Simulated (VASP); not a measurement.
## SnO: single point with PBEsol

Crystal: SnO.

```
Sn O
1.0
    -3.31561    0.00000    0.00000
     0.00000   -5.70500    0.00000
    -1.10509    1.90148   11.68249
Sn O
6 6
Direct
  0.70547 0.06075 0.88369
  0.92767 0.83855 0.21702
  0.81657 0.94965 0.55036
  0.26102 0.47277 0.71702
  0.48322 0.25057 0.05036
  0.37212 0.36167 0.38369
  0.68351 0.43114 0.94958
  0.90571 0.20894 0.28291
  0.79461 0.32004 0.61624
  0.23906 0.14630 0.78291
  0.46126 0.92410 0.11624
  0.35016 0.03520 0.44958
```

This cell differs from its parent crystal: the part above a cut slid along it.

```yaml
Program: VASP 6.6.1
Task: single point
Functional: PBEsol
Potentials_or_basis: VASP PAW PBE potentials, release 64 (Sn_d, O)
Cutoff: 520 eV
k_mesh: 8 × 5 × 3
Occupations: gaussian, width 0.05 eV
Spin: no spin polarisation
Dipole_correction: no
Further_INCAR_settings: ALGO = Normal; EDIFF = 1e-07; NBANDS = 72
```

- Pressure: 9.9 GPa
- Largest force: 17.231 eV/Å
- Band gap on the k mesh: 0.36 eV (least direct gap 0.75 eV)

Forces in eV/Å, atoms in the order of the input:
```
Sn   -3.520   4.100 -12.367
Sn   -0.012  -0.077  -0.271
Sn   -0.003   0.112  -0.065
Sn    0.017  -0.271   0.304
Sn    5.751  -1.140  16.203
Sn   -0.003  -0.032  -0.070
O    -2.098  -4.205  -4.680
O     0.063  -0.031   0.375
O     0.010   0.022   0.062
O     0.150   0.511  -0.180
O    -0.356   0.957   0.643
O     0.000   0.055   0.044
```

Stress tensor (GPa, compression positive):
```
 1.12 -0.75  6.24
-0.75  6.92 -2.46
 6.24 -2.46 21.67
```

Levels at points of the mesh, in eV from the valence-band top:
| k point | band 57 | band 58 | band 59 | band 60 | band 61 | band 62 | band 63 | band 64 |
| --- | --- | --- | --- | --- | --- | --- | --- | --- |
| (0.00, 0.00, 0.00) | -1.82 | -1.42 | -0.82 | -0.04 | 1.29 | 2.47 | 2.72 | 2.98 |
| (0.50, 0.00, 0.00) | -1.48 | -1.45 | -1.39 | -0.47 | 0.37 | 1.73 | 2.23 | 2.26 |

It took 7.6 min on 4 MPI ranks on AMD EPYC 7R13 Processor (Zen 3) (shared host), peak memory 0.74 GiB a rank.

Caveat: the cell differs from its parent crystal (the part above a cut slid along it); the stress differs along the axes, from 1 to 22 GPa; semilocal functionals underestimate gaps, and a narrow one can read as zero; the PAW data sets were made with another functional, which shifts forces and pressure a little; spin-orbit coupling is left out, which moves the levels of the heavy elements. A k mesh can miss the band edges.
